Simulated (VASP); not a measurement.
Wanted: the native input for a VASP 6.6.1 run.

```yaml
Task: single point
Functional: PBEsol
Potentials_or_basis: VASP PAW PBE potentials, release 64 (Ta_pv, Si)
Cutoff: 520 eV
k_mesh: 10 × 10 × 10
Occupations: gaussian, width 0.1 eV
Spin: no spin polarisation
Dipole_correction: no
Further_INCAR_settings: ALGO = Fast; EDIFF = 1e-07; NBANDS = 35
```

The structure of Ta2Si lies in POSCAR:

```
Ta2Si
1.0
   -3.1266339515      3.1266339515      2.5724819774
    3.1266339515     -3.1266339515      2.5724819774
    3.1266339515      3.1266339515     -2.5724819774
Ta Si
4 2
Direct
    0.6637694194      0.8362305806      0.5000000000
    0.8362305806      0.3362305806      0.1724611611
    0.3362305806      0.1637694194      0.5000000000
    0.1637694194      0.6637694194      0.8275388389
    0.2500000000      0.2500000000      0.0000000000
    0.7500000000      0.7500000000      0.0000000000
```

This cell differs from its parent crystal: volume scaled by 1.06, then relaxed in part.

The input as run:

INCAR

```
PREC = Accurate
ENCUT = 520
EDIFF = 1E-7
ISMEAR = 0
SIGMA = 0.1
LREAL = False
LASPH = True
NELM = 80
ALGO = Fast
ISIF = 2
LWAVE = False
LCHARG = True
GGA = PS
LELF = True
LVHAR = True
NBANDS = 35
```

KPOINTS

```
regular mesh
0
Gamma
  10 10 10
```

Potentials or basis: VASP PAW PBE potentials, release 64 (Ta_pv, Si).

Launch:

```console
$ cat potpaw_PBE.64/Ta_pv/POTCAR potpaw_PBE.64/Si/POTCAR > POTCAR
$ mpirun -np 1 vasp_std > vasp.out
```

It gave:

| Item | Value |
| --- | --- |
| Pressure | -11.6 GPa |
| Largest force | 0.006 eV/Å |
| Band gap on the k mesh | zero (band 26 reaches 7.33 eV, above the bottom of band 27 at 6.66 eV) |

Caveat: the PAW data sets were made with another functional, which shifts forces and pressure a little; spin-orbit coupling is left out, which moves the levels of the heavy elements.

It took 14 min on 1 thread of AMD EPYC 7R13 Processor (Zen 3), on a shared host, peak memory 0.4 GiB.
